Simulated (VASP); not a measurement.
# Sb (P6_3/mmc) in VASP: notebook

Runs on Sb. Level: r2SCAN. Tasks: electric field gradients.

Program: VASP 6.6.1. These are calculated values, not measurements. Logs are shortened: lines on timing, memory, paths and dates and some standing lists are left out, and cuts for length are marked.

## Step 1: The cell of the first run

Symmetry: P6_3/mmc, No. 194, hexagonal system. The conventional cell has a = 3.298 Å, b = 3.298 Å, c = 5.377 Å, α = 90.00°, β = 90.00°, γ = 120.00°. Within 4.3 Å of Sb (site symmetry -6m2) lie 12 Sb at 3.29 to 3.30 Å.

## Step 2: Electric field gradients, r2SCAN (volume scaled by 0.95)

Contents of POSCAR:

```
Sb
1.0
    3.2976649509      0.0000000000      0.0000000000
   -1.6488324755      2.8558616207      0.0000000000
    0.0000000000      0.0000000000      5.3774281481
Sb
2
Direct
    0.3333333333      0.6666666667      0.2500000000
    0.6666666667      0.3333333333      0.7500000000
```

Contents of INCAR.step1:

```
SYSTEM = Sb
PREC = Accurate
ENCUT = 520
ISMEAR = -1
SIGMA = 0.05
LREAL = .False.
LASPH = .True.
NELM = 80
NBANDS = 12
GGA = PE
ALGO = Normal
EDIFF = 1E-4
LWAVE = .True.
LCHARG = .False.
```

Contents of INCAR.step2:

```
SYSTEM = Sb
PREC = Accurate
ENCUT = 520
EDIFF = 1E-8
ISMEAR = -1
SIGMA = 0.05
LREAL = .False.
LASPH = .True.
NELM = 80
ALGO = Normal
ISIF = 2
LWAVE = .False.
LCHARG = .False.
METAGGA = R2SCAN
LMIXTAU = .True.
LEFG = .True.
NBANDS = 12
ISTART = 1
```

Contents of KPOINTS:

```
Automatic mesh
0
Gamma
  13 13 7
  0 0 0
```

Potentials or basis: VASP PAW PBE potentials, release 64 (Sb).

Launch:

```console
$ cat potpaw_PBE.64/Sb/POTCAR > POTCAR
$ cp INCAR.step1 INCAR
$ mpirun -np 1 vasp_std > vasp.out
$ cp INCAR.step2 INCAR
$ mpirun -np 1 vasp_std > vasp.out
```

OUTCAR:

```text
SYSTEM = Sb
   PREC = Accurate
   ENCUT = 520
   EDIFF = 1E-8
   ISMEAR = -1
   LREAL = .False.
   LASPH = .True.
   NELM = 80
   ISIF = 2
   METAGGA = R2SCAN
   ISTART = 1

 ion  position               nearest neighbor table
   1  0.333  0.667  0.250-   2 3.29   2 3.29   2 3.29   2 3.29   2 3.29   2 3.29
   2  0.667  0.333  0.750-   1 3.29   1 3.29   1 3.29   1 3.29   1 3.29   1 3.29

  LATTYP: Found a hexagonal cell.
 ALAT       =     3.2976649509
 C/A-ratio  =     1.6306775334

  Lattice vectors:

 A1 = (   3.2976649509,   0.0000000000,   0.0000000000)
 A2 = (  -1.6488324755,   2.8558616207,   0.0000000000)
 A3 = (   0.0000000000,   0.0000000000,   5.3774281481)

Analysis of symmetry for initial positions (statically):
=====================================================================
 Subroutine PRICEL returns:
 Original cell was already a primitive cell.

 Routine SETGRP: Setting up the symmetry group for a
 hexagonal supercell.

 Subroutine GETGRP returns: Found 24 space group operations
 (whereof 12 operations were pure point group operations)
 out of a pool of 24 trial point group operations.

The static configuration has the point symmetry D_3d.
 The point group associated with its full space group is D_6h.

Analysis of symmetry for dynamics (positions and initial velocities):
=====================================================================
 Subroutine PRICEL returns:
 Original cell was already a primitive cell.

 Routine SETGRP: Setting up the symmetry group for a
 hexagonal supercell.

 Subroutine GETGRP returns: Found 24 space group operations
 (whereof 12 operations were pure point group operations)
 out of a pool of 24 trial point group operations.

The dynamic configuration has the point symmetry D_3d.
 The point group associated with its full space group is D_6h.

 Subroutine INISYM returns: Found 24 space group operations
 (whereof 12 operations are pure point group operations),
 and found     1 'primitive' translations

----------------------------------------------------------------------------------------

                                     Primitive cell

  volume of cell :      50.6429

  direct lattice vectors                    reciprocal lattice vectors
     3.297664951  0.000000000  0.000000000     0.303244876  0.175078511  0.000000000
    -1.648832475  2.855861621  0.000000000     0.000000000  0.350157022  0.000000000
     0.000000000  0.000000000  5.377428148     0.000000000  0.000000000  0.185962503

  length of vectors
     3.297664951  3.297664951  5.377428148     0.350157022  0.350157022  0.185962503

  position of ions in fractional coordinates (direct lattice)
     0.333333333  0.666666667  0.250000000
     0.666666667  0.333333333  0.750000000

  ion indices of the primitive-cell ions
   primitive index   ion index
                 1           1
                 2           2

----------------------------------------------------------------------------------------

 KPOINTS: Automatic mesh

Automatic generation of k-mesh.
 Grid dimensions read from file:
 generate k-points for:   13   13    7

 Generating k-lattice:

  Cartesian coordinates                     Fractional coordinates (reciprocal lattice)
     0.023326529  0.013467578  0.000000000     0.076923077  0.000000000  0.000000000
     0.000000000  0.026935156  0.000000000     0.000000000  0.076923077  0.000000000
     0.000000000  0.000000000  0.026566072     0.000000000  0.000000000  0.142857143

  Length of vectors
     0.026935156  0.026935156  0.026566072

  Shift w.r.t. Gamma in fractional coordinates (k-lattice)
     0.000000000  0.000000000  0.000000000

 Subroutine IBZKPT returns following result:
 ===========================================

 Found     84 irreducible k-points:

 Following reciprocal coordinates:
            Coordinates               Weight
  0.000000  0.000000  0.000000      1.000000
  0.076923  0.000000  0.000000      6.000000
  0.153846  0.000000  0.000000      6.000000
  0.230769  0.000000  0.000000      6.000000
  0.307692  0.000000  0.000000      6.000000
  0.384615  0.000000  0.000000      6.000000
[... 16 lines left out ...]
  0.076923  0.000000  0.142857     12.000000
  0.153846  0.000000  0.142857     12.000000
 [... further k-points ...]
   k-points           NKPTS =     84   k-points in BZ     NKDIM =     84   number of bands    NBANDS=     12
   number of dos      NEDOS =    301   number of ions     NIONS =      2
   total plane-waves  NPLWV =  31360
   dimension x,y,z NGX =    28 NGY =   28 NGZ =   40
   dimension x,y,z NGXF=    56 NGYF=   56 NGZF=   80
   ions per type =               2
   NGX,Y,Z   is equivalent  to a cutoff of  14.12, 14.12, 12.37 a.u.
   NGXF,Y,Z  is equivalent  to a cutoff of  28.23, 28.23, 24.73 a.u.
 SYSTEM =  Sb
   PREC   = accura    normal or accurate (medium, high low for compatibility)
   ISTART =      1    job   : 0-new  1-cont  2-samecut
   ICHARG =      0    charge: 1-file 2-atom 10-const
   ISPIN  =      1    spin polarized calculation?
   LNONCOLLINEAR =      F non collinear calculations
   LSORBIT =      F    spin-orbit coupling
   LASPH  =      T    aspherical Exc in radial PAW
   ENCUT  =  520.0 eV  38.22 Ry    6.18 a.u.   6.13  6.13 10.00*2*pi/ulx,y,z
   NELM   =     80;   NELMIN=  2; NELMDL=  0     # of ELM steps
   EDIFF  = 0.1E-07   stopping-criterion for ELM
   LREAL  =      F    real-space projection
   EDIFFG = 0.1E-06   stopping-criterion for IOM
   NSW    =      0    number of steps for IOM
   IBRION =     -1    ionic relax: 0-MD 1-quasi-New 2-CG
   NFREE  =      0    steps in history (QN), initial steepest desc. (CG)
   ISIF   =      2    stress and relaxation
   ISYM   =      2    0-nonsym 1-usesym 2-fastsym
   POTIM  = 0.5000    time-step for ionic-motion
   TEBEG  =    0.0;   TEEND  =   0.0 temperature during run
   PSTRESS=    0.0 pullay stress
   NELECT =      10.0000    total number of electrons
   NUPDOWN=      -1.0000    fix difference up-down
   EMIN   =  10.00;   EMAX   =-10.00  energy-range for DOS
   EFERMI =   0.00;   METHOD = LEGACY
   ISMEAR =    -1;   SIGMA  =   0.05  broadening in eV -4-tet -1-fermi 0-gaus
   EFERMI_NEDOS =   21; number of points for ismear=-14 and -15
   IALGO  =     38    algorithm
   IMIX   =      4    mixing-type and parameters
     AMIX     =   0.40;   BMIX     =  1.00
     AMIX_MAG =   1.60;   BMIX_MAG =  1.00
  volume/ion in A,a.u.               =      25.32       170.88
  Fermi-wavevector in a.u.,A,eV,Ry     =   0.953313  1.801500 12.365045  0.908805
  Thomas-Fermi vector in A             =   2.081956
   LORBIT       =      0    0 simple, 1 ext, 2 COOP (PROOUT), +10 PAW based schemes
   METAGGA = R2SCAN    functional components
   LHFCALC =     F    Hartree Fock is set to
   AEXX    =    0.0000 exact exchange contribution
   IVDW    =     0    specifies the selected vdW correction
   LEPSILON=     F    determine dielectric tensor
   LRPA    =     F    only Hartree local field effects (RPA)
 non-spin polarized calculation
  energy-cutoff  :      520.00
  volume of cell :       50.64
 maximum number of plane-waves:      1378
 NGX is ok and might be reduce to    28
   NGX = 13   NGY = 13   NGZ = 19

 number of electron       9.9999999 magnetization

 Free energy of the ion-electron system (eV)
  ---------------------------------------------------
  ext. energy  EPLUGINS =         0.00000000
  ---------------------------------------------------
  free energy    TOTEN  =       -50.50453107 eV

  energy without entropy =      -50.49395150  energy(sigma->0) =      -50.49924129

 E-fermi :   9.3493     XC(G=0): -11.1229

 val. band max:        9.3357915908   @ k =   0.3077   0.0000   0.4286
 cond. band min:       9.3619530165   @ k =   0.3846   0.1538   0.0000
 fundamental gap:      0.0261614257
 Fermi energy:         9.3493196630

 k-point     1 :       0.0000    0.0000    0.0000
  band No.  band energies     occupation
      1      -4.8062      2.00000
      2      -0.3937      2.00000
      3       2.7220      2.00000
      4      13.3454      0.00000
      5      13.3454      0.00000
      6      15.2368      0.00000
      7      15.2368      0.00000
      8      15.5595      0.00000
      9      17.8586      0.00000
     10      18.8581      0.00000
     11      20.0145      0.00000
     12      20.0145      0.00000

 k-point     2 :       0.0769    0.0000    0.0000
  band No.  band energies     occupation
      1      -4.6894      2.00000
      2      -0.2883      2.00000
      3       2.8429      2.00000
      4      12.1493      0.00000
      5      12.8714      0.00000
      6      14.6457      0.00000
      7      15.3762      0.00000
      8      15.4293      0.00000
      9      18.0940      0.00000
     10      18.8302      0.00000
     11      19.9935      0.00000
     12      20.1917      0.00000

 k-point     3 :       0.1538    0.0000    0.0000
  band No.  band energies     occupation
      1      -4.3395      2.00000
      2       0.0234      2.00000
      3       3.2031      2.00000
      4       9.9774      0.00001
      5      11.9909      0.00000
      6      13.1952      0.00000
      7      14.8734      0.00000
      8      15.2346      0.00000
      9      16.7444      0.00000
     10      19.1844      0.00000
     11      19.8286      0.00000
     12      20.4808      0.00000
[... 286 lines left out ...]
 k-point    23 :       0.0769    0.0000    0.1429
  band No.  band energies     occupation
      1      -4.5755      2.00000
      2      -0.8892      2.00000
      3       3.6722      2.00000
      4      12.2483      0.00000
      5      12.9690      0.00000
      6      14.2594      0.00000
      7      14.5707      0.00000
      8      15.2215      0.00000
      9      18.0172      0.00000
     10      18.9305      0.00000
     11      19.7087      0.00000
     12      19.7488      0.00000

 k-point    24 :       0.1538    0.0000    0.1429
  band No.  band energies     occupation
      1      -4.2259      2.00000
      2      -0.5639      2.00000
      3       4.0112      2.00000
      4      10.0896      0.00000
      5      12.0992      0.00000
      6      12.8397      0.00000
      7      14.2148      0.00000
      8      14.9625      0.00000
      9      16.7663      0.00000
     10      18.8083      0.00000
     11      19.3100      0.00000
     12      20.3494      0.00000

 [... further k-points ...]
[... 5 lines left out ...]
  --------------------------------------------------------------------------------------
  -------------------------------------------------------------------------------------
  Total        1.6311503      1.6311503      1.0497075     -0.0000000      0.0000000      0.0000000
  in kB       51.6043421     51.6043421     33.2093647     -0.0000000      0.0000000      0.0000000
  external PRESSURE =      45.4726830 kB  Pullay stress =       0.0000000 kB

 VOLUME and BASIS-vectors are now :
 -----------------------------------------------------------------------------
  energy-cutoff  :      520.00
  volume of cell :       50.64
      direct lattice vectors                 reciprocal lattice vectors
     3.297664951  0.000000000  0.000000000     0.303244876  0.175078511  0.000000000
    -1.648832475  2.855861621  0.000000000     0.000000000  0.350157022  0.000000000
     0.000000000  0.000000000  5.377428148     0.000000000  0.000000000  0.185962503

 POSITION                                       TOTAL-FORCE (eV/Angst)
 -----------------------------------------------------------------------------------
     -0.00000      1.90391      1.34436        -0.000000      0.000000      0.000000
      1.64883      0.95195      4.03307         0.000000     -0.000000      0.000000
 -----------------------------------------------------------------------------------
    total drift:                                0.000000     -0.000000      0.000000

  FREE ENERGIE OF THE ION-ELECTRON SYSTEM (eV)
  ---------------------------------------------------
  free  energy   TOTEN  =       -50.5045310745 eV

  energy  without entropy=      -50.4939515029  energy(sigma->0) =      -50.49924129

 Electric field gradients (V/A^2)
---------------------------------------------------------------------
 ion       V_xx      V_yy      V_zz      V_xy      V_xz      V_yz
---------------------------------------------------------------------
   1     -10.790   -10.790    21.580    -0.000     0.000     0.000
   2     -10.790   -10.790    21.580    -0.000     0.000    -0.000
---------------------------------------------------------------------

 Electric field gradients after diagonalization (V/A^2)
 (convention: |V_zz| > |V_xx| > |V_yy|)
----------------------------------------------------------------------
 ion       V_xx      V_yy      V_zz     asymmetry (V_yy - V_xx)/ V_zz
----------------------------------------------------------------------
   1     -10.790   -10.790    21.580       0.000
   2     -10.790   -10.790    21.580       0.000
----------------------------------------------------------------------

           NMR quadrupolar parameters

 Cq : quadrupolar parameter    Cq=e*Q*V_zz/h
 eta: asymmetry parameters     (V_yy - V_xx)/ V_zz
 Q  : nuclear electric quadrupole moment in mb (millibarn)
----------------------------------------------------------------------
 ion       Cq(MHz)       eta       Q (mb)
----------------------------------------------------------------------
   1       0.052       0.000       1.000
   2       0.052       0.000       1.000
----------------------------------------------------------------------
```

It took 1.7 min on 1 thread of Intel Xeon 6975P-C (Granite Rapids), shared host; peak memory 0.2 GiB.

What came out:

```yaml
Free_energy: -50.5045 eV
Pressure: 4.5 GPa
Band_gap_on_the_k_mesh: zero (band 5 reaches 14.07 eV, above the bottom of band 6 at 6.24 eV)
```

Levels at points of the mesh, in eV from the Fermi level:
```
           k point  band 1  band 2  band 3  band 4  band 5  band 6  band 7  band 8  band 9  band 10
(0.00, 0.00, 0.00)  -14.16   -9.74   -6.63    4.00    4.00    5.89    5.89    6.21    8.51     9.51
```

Electric field gradients, principal values (V/Å²):
| atom | least | middle | greatest (by size) |
| --- | --- | --- | --- |
| 1 Sb | -10.790 | -10.790 | 21.580 |
| 2 Sb | -10.790 | -10.790 | 21.580 |

Caveat: without QUAD_EFG the Cq values of the log hold for a quadrupole moment of 1 mb, not for the nuclei; the PAW data sets were made with another functional, which shifts forces and pressure a little; spin-orbit coupling is left out, which moves the levels of the heavy elements.

## Step 3: Electric field gradients, r2SCAN (volume scaled by 0.95)

POSCAR is that of step 2.

Contents of INCAR.step1:

```
ALGO = Normal
EDIFF = 1E-4
ENCUT = 520
GGA = PE
ISMEAR = -1
LASPH = T
LCHARG = F
LREAL = F
LWAVE = T
NBANDS = 12
NELM = 60
PREC = Accurate
SIGMA = 0.05
```

Contents of INCAR.step2:

```
ALGO = Normal
EDIFF = 1E-8
ENCUT = 520
ISIF = 2
ISMEAR = -1
ISTART = 1
LASPH = T
LCHARG = F
LEFG = T
LMIXTAU = T
LREAL = F
LWAVE = F
METAGGA = R2SCAN
NBANDS = 12
NELM = 60
PREC = Accurate
SIGMA = 0.05
```

Contents of KPOINTS:

```
k-points
0
Gamma
  13 13 7
```

Potentials or basis: VASP PAW PBE potentials, release 64 (Sb).

Launch:

```console
$ cat potpaw_PBE.64/Sb/POTCAR > POTCAR
$ cp INCAR.step1 INCAR
$ mpirun -np 1 vasp_std > vasp.out
$ cp INCAR.step2 INCAR
$ mpirun -np 1 vasp_std > vasp.out
```

OUTCAR:

```text
EDIFF = 1E-8
   ENCUT = 520
   ISIF = 2
   ISMEAR = -1
   ISTART = 1
   LASPH = T
   LREAL = F
   METAGGA = R2SCAN
   NELM = 60
   PREC = Accurate

 ion  position               nearest neighbor table
   1  0.333  0.667  0.250-   2 3.29   2 3.29   2 3.29   2 3.29   2 3.29   2 3.29
   2  0.667  0.333  0.750-   1 3.29   1 3.29   1 3.29   1 3.29   1 3.29   1 3.29

  LATTYP: Found a hexagonal cell.
 ALAT       =     3.2976649509
 C/A-ratio  =     1.6306775334

  Lattice vectors:

 A1 = (   3.2976649509,   0.0000000000,   0.0000000000)
[... 576 lines left out ...]
  free  energy   TOTEN  =       -50.5045310745 eV

  energy  without entropy=      -50.4939515029  energy(sigma->0) =      -50.49924129

 Electric field gradients (V/A^2)
---------------------------------------------------------------------
 ion       V_xx      V_yy      V_zz      V_xy      V_xz      V_yz
---------------------------------------------------------------------
   1     -10.790   -10.790    21.580    -0.000     0.000     0.000
   2     -10.790   -10.790    21.580    -0.000     0.000    -0.000
---------------------------------------------------------------------

 Electric field gradients after diagonalization (V/A^2)
 (convention: |V_zz| > |V_xx| > |V_yy|)
----------------------------------------------------------------------
 ion       V_xx      V_yy      V_zz     asymmetry (V_yy - V_xx)/ V_zz
----------------------------------------------------------------------
   1     -10.790   -10.790    21.580       0.000
   2     -10.790   -10.790    21.580       0.000
----------------------------------------------------------------------

           NMR quadrupolar parameters

 Cq : quadrupolar parameter    Cq=e*Q*V_zz/h
 eta: asymmetry parameters     (V_yy - V_xx)/ V_zz
 Q  : nuclear electric quadrupole moment in mb (millibarn)
----------------------------------------------------------------------
 ion       Cq(MHz)       eta       Q (mb)
----------------------------------------------------------------------
   1       0.052       0.000       1.000
   2       0.052       0.000       1.000
----------------------------------------------------------------------
```

It took 82 s on 1 thread of Intel Xeon 6975P-C (Granite Rapids), shared host; peak memory 0.2 GiB.

What came out:

| Item | Value |
| --- | --- |
| Free energy | -50.5045 eV |
| Pressure | 4.5 GPa |
| Band gap on the k mesh | zero (band 5 reaches 14.07 eV, above the bottom of band 6 at 6.24 eV) |

Stress tensor (GPa, compression positive):
```
5.16 0.00 0.00
0.00 5.16 0.00
0.00 0.00 3.32
```

Levels at points of the mesh, in eV from the Fermi level:
| k point | band 3 | band 4 | band 5 | band 6 | band 7 | band 8 |
| --- | --- | --- | --- | --- | --- | --- |
| (0.00, 0.00, 0.00) | -6.63 | 4.00 | 4.00 | 5.89 | 5.89 | 6.21 |

Electric field gradients, principal values (V/Å²):
| atom | least | middle | greatest (by size) |
| --- | --- | --- | --- |
| 1 Sb | -10.790 | -10.790 | 21.580 |
| 2 Sb | -10.790 | -10.790 | 21.580 |

Caveat: without QUAD_EFG the Cq values of the log hold for a quadrupole moment of 1 mb, not for the nuclei; the PAW data sets were made with another functional, which shifts forces and pressure a little; spin-orbit coupling is left out, which moves the levels of the heavy elements.

[end of part 1 of 2]
